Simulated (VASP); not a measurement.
# PtS2 (P-3m1) in VASP: notebook, part 2 of 2

VASP 6.6.1. The steps go on from the part before.

**4. Relaxation of cell and atoms, PBEsol**

This run uses another cell than the first one, of 18.26 Å³/atom.

Contents of INCAR:

```
ALGO = Normal ; EDIFF = 1E-6
EDIFFG = -0.005 ; ENCUT = 600
GGA = PS ; IBRION = 2
ISIF = 3 ; ISMEAR = 0
LASPH = True ; LCHARG = False
LREAL = False ; LWAVE = False
NELM = 100 ; NSW = 100
PREC = Accurate ; SIGMA = 0.02
```

Contents of KPOINTS:

```
k-points
0
Gamma
  12 12 8
```

Contents of POSCAR:

```
PtS2
1.0
    3.5431995404      0.0000000000      0.0000000000
   -1.7715997703      3.0685008127      0.0000000000
    0.0000000000      0.0000000000      5.0388000919
Pt S
1 2
Direct
    0.0000000000      0.0000000000      0.0000000000
    0.3333333333      0.6666666667      0.2500000000
    0.6666666667      0.3333333333      0.7500000000
```

Potentials or basis: VASP PAW PBE potentials, release 64 (Pt, S).

The run is started by

```bash
$ cat potpaw_PBE.64/Pt/POTCAR potpaw_PBE.64/S/POTCAR > POTCAR
$ mpirun -np 1 vasp_std > vasp.out
```

OUTCAR:

```text
EDIFF = 1E-6
   EDIFFG = -0.005
   ENCUT = 600
   GGA = PS
   IBRION = 2
   ISIF = 3
   ISMEAR = 0
   LASPH = True
   LREAL = False
   NELM = 100
   NSW = 100
   PREC = Accurate

 ion  position               nearest neighbor table
   1  0.000  0.000  0.000-   2 2.40   3 2.40   3 2.40   2 2.40   3 2.40   2 2.40
   2  0.333  0.667  0.250-   1 2.40   1 2.40   1 2.40
   3  0.667  0.333  0.750-   1 2.40   1 2.40   1 2.40

  LATTYP: Found a hexagonal cell.
 ALAT       =     3.5431995404
 C/A-ratio  =     1.4221045229

  Lattice vectors:

 A1 = (   3.5431995404,   0.0000000000,   0.0000000000)
 A2 = (  -1.7715997703,   3.0685008127,   0.0000000000)
 A3 = (   0.0000000000,   0.0000000000,   5.0388000919)

Analysis of symmetry for initial positions (statically):
=====================================================================
 Subroutine PRICEL returns:
 Original cell was already a primitive cell.

 Routine SETGRP: Setting up the symmetry group for a
 hexagonal supercell.

 Subroutine GETGRP returns: Found 12 space group operations
 (whereof 12 operations were pure point group operations)
 out of a pool of 24 trial point group operations.

The static configuration has the point symmetry D_3d.

Analysis of symmetry for dynamics (positions and initial velocities):
=====================================================================
 Subroutine PRICEL returns:
 Original cell was already a primitive cell.

 Routine SETGRP: Setting up the symmetry group for a
 hexagonal supercell.

 Subroutine GETGRP returns: Found 12 space group operations
 (whereof 12 operations were pure point group operations)
 out of a pool of 24 trial point group operations.

The dynamic configuration has the point symmetry D_3d.

 Subroutine INISYM returns: Found 12 space group operations
 (whereof 12 operations are pure point group operations),
 and found     1 'primitive' translations

----------------------------------------------------------------------------------------

                                     Primitive cell
[... 149 lines left out ...]
  -------------------------------------------------------------------------------------
  Total       -0.7770066     -0.7770066     -1.5527089      0.0000000      0.0000000      0.0000000
  in kB      -22.7240788    -22.7240788    -45.4100144      0.0000000      0.0000000      0.0000000
  external PRESSURE =     -30.2860573 kB  Pullay stress =       0.0000000 kB
[... 92 lines left out ...]
  FREE ENERGIE OF THE ION-ELECTRON SYSTEM (eV)
  ---------------------------------------------------
  free  energy   TOTEN  =       -16.9862158163 eV

  energy  without entropy=      -16.9862158163  energy(sigma->0) =      -16.98621582

[... ionic steps 4 to 13 ...]

--------------------------------------- Ionic step       14  -------------------------------------------

 number of electron      21.9999997 magnetization

------------------------ aborting loop because EDIFF is reached ----------------------------------------
[... 69 lines left out ...]
--------------------------------------- Ionic step       16  -------------------------------------------

 number of electron      21.9999997 magnetization

 Free energy of the ion-electron system (eV)
  ---------------------------------------------------
  ext. energy  EPLUGINS =         0.00000000
  ---------------------------------------------------
  free energy    TOTEN  =       -16.99879147 eV

  energy without entropy =      -16.99879147  energy(sigma->0) =      -16.99879147

 E-fermi :   7.4982     XC(G=0): -11.0608

 val. band max:        7.4006707182   @ k =   0.0000   0.0000   0.0000
 cond. band min:       7.7353631191   @ k =   0.0000   0.3333   0.2500
 fundamental gap:      0.3346924009
 Fermi energy:         7.4981627804

 k-point     1 :       0.0000    0.0000    0.0000
  band No.  band energies     occupation
      1      -8.3469      2.00000
      2      -5.0671      2.00000
      3      -0.0316      2.00000
      4       0.3835      2.00000
      5       0.3835      2.00000
      6       3.2553      2.00000
      7       3.2553      2.00000
      8       5.0908      2.00000
      9       5.9805      2.00000
     10       5.9805      2.00000
     11       7.4007      2.00000
     12       8.9886      0.00000
     13       8.9886      0.00000
     14      11.3038      0.00000
[... 401 lines left out ...]
      2      -5.3904      2.00000
      3       0.2018      2.00000
      4       0.5832      2.00000
      5       1.0023      2.00000
      6       2.5791      2.00000
      7       3.0583      2.00000
      8       4.3096      2.00000
      9       5.6084      2.00000
     10       5.9952      2.00000
     11       7.2354      2.00000
     12       8.5328      0.00000
     13       8.6712      0.00000
     14      12.4517      0.00000
     15      13.3384      0.00000

 [... further k-points ...]

------------------------ aborting loop because EDIFF is reached ----------------------------------------

  FORCE on cell =-STRESS in cart. coord.  units (eV):
  Direction    XX          YY          ZZ          XY          YZ          ZX
  --------------------------------------------------------------------------------------
  -------------------------------------------------------------------------------------
  Total        0.0085999      0.0085999     -0.0068542     -0.0000000      0.0000000      0.0000000
  in kB        0.2597761      0.2597761     -0.2070436     -0.0000000      0.0000000      0.0000000
  external PRESSURE =       0.1041695 kB  Pullay stress =       0.0000000 kB
[... 18 lines left out ...]
  FREE ENERGIE OF THE ION-ELECTRON SYSTEM (eV)
  ---------------------------------------------------
  free  energy   TOTEN  =       -16.9987914705 eV

  energy  without entropy=      -16.9987914705  energy(sigma->0) =      -16.99879147

 reached required accuracy - stopping structural energy minimisation
```

OSZICAR:

```text
N       E                     dE             d eps       ncg     rms          rms(c)
DAV:   1     0.127104779024E+03    0.12710E+03   -0.11557E+04  3938   0.148E+03
DAV:   2    -0.123685980792E+02   -0.13947E+03   -0.13649E+03  4960   0.261E+02
DAV:   3    -0.182262747868E+02   -0.58577E+01   -0.58260E+01  5101   0.574E+01
[... 129 lines left out ...]
DAV:   2    -0.169994548265E+02    0.27504E-02   -0.21819E-02  4294   0.155E+00    0.280E-01
DAV:   3    -0.169989485508E+02    0.50628E-03   -0.10340E-03  4896   0.350E-01    0.117E-01
DAV:   4    -0.169987999441E+02    0.14861E-03   -0.12431E-03  4098   0.210E-01    0.547E-02
DAV:   5    -0.169987917225E+02    0.82216E-05   -0.57317E-05  4448   0.537E-02    0.331E-02
DAV:   6    -0.169987914705E+02    0.25202E-06   -0.50508E-06  4931   0.221E-02
  16 F= -.16998791E+02 E0= -.16998791E+02  d E =-.417672E-03
```

CONTCAR:

```text
PtS2
   1.00000000000000
     3.5664784227616755   -0.0000000000007241    0.0000000000000003
    -1.7832392114821218    3.0886609161979743   -0.0000000000000001
     0.0000000000000001    0.0000000000000002    4.8149736812100832
  Pt              S
     1     2
Direct
     0.0000000000000000    0.0000000000000000    0.0000000000000000
     0.3333333332999970    0.6666666667000030    0.2488300118681308
     0.6666666667000030    0.3333333332999970    0.7511699881318692

  0.00000000E+00  0.00000000E+00  0.00000000E+00
  0.00000000E+00  0.00000000E+00  0.00000000E+00
  0.00000000E+00  0.00000000E+00  0.00000000E+00
```

Wall time 20 min (1 thread of Intel Xeon 8259CL, shared host); peak memory 0.3 GiB.

Results:

- Free energy: -16.9988 eV
- Relaxed volume: 17.68 Å³/atom
- Relaxed cell: a = 3.566 Å, b = 3.566 Å, c = 4.815 Å, α = 90.00°, β = 90.00°, γ = 120.00°
- Space group after relaxing (to 0.1 Å): P-3m1 (No. 164)
- Energy gained by relaxing: 11.2 meV/atom
- Ionic steps: 16
- Pressure after relaxing: 0.0 GPa
- Band gap on the k mesh: 0.33 eV (least direct gap 0.69 eV)

Forces on the atoms (eV/Å):
```
Pt   0.000  0.000  0.000
S    0.000  0.000 -0.003
S    0.000  0.000  0.003
```

Step by step:
| step | energy change (eV) | largest force (eV/Å) | pressure (GPa) | volume (Å³) |
| --- | --- | --- | --- | --- |
| 1 | 0.0000 | 0.5923 | -3.03 | 54.78 |
| 2 | 0.0124 | 0.4717 | 6.57 | 52.09 |
| 3 | -0.0210 | 0.1456 | 0.90 | 53.56 |
| 4 | -0.0310 | 0.0510 | 0.24 | 53.86 |
| 5 | -0.0326 | 0.0075 | -0.18 | 54.05 |
| 6 | -0.0326 | 0.0042 | -0.16 | 54.04 |
| 7 | -0.0326 | 0.0395 | 0.17 | 53.91 |
| 8 | -0.0326 | 0.0238 | 0.00 | 53.97 |
| 9 | -0.0326 | 0.0271 | 0.04 | 53.96 |
| 10 | -0.0327 | 0.0281 | 0.04 | 53.91 |
| 11 | -0.0329 | 0.0322 | -0.01 | 53.77 |
| 12 | -0.0331 | 0.0412 | -0.05 | 53.49 |
| 13 | -0.0333 | 0.0338 | -0.03 | 53.42 |
| 14 | -0.0335 | 0.0133 | -0.03 | 53.21 |
| 15 | -0.0334 | 0.0276 | 0.02 | 52.79 |
| 16 | -0.0336 | 0.0027 | 0.01 | 53.04 |

Final structure:
```cif
data_structure
_symmetry_space_group_name_H-M 'P 1'
_symmetry_Int_Tables_number 1
_cell_length_a 3.5665
_cell_length_b 3.5665
_cell_length_c 4.8150
_cell_angle_alpha 90.000
_cell_angle_beta 90.000
_cell_angle_gamma 120.000
_cell_volume 53.04
loop_
_atom_site_label
_atom_site_type_symbol
_atom_site_fract_x
_atom_site_fract_y
_atom_site_fract_z
_atom_site_occupancy
Pt1 Pt 0.00000 0.00000 0.00000 1
S1 S 0.33333 0.66667 0.24883 1
S2 S 0.66667 0.33333 0.75117 1
```

Caveat: the PAW data sets were made with another functional, which shifts forces and pressure a little; spin-orbit coupling is left out, which moves the levels of the heavy elements. A k mesh can miss the band edges.
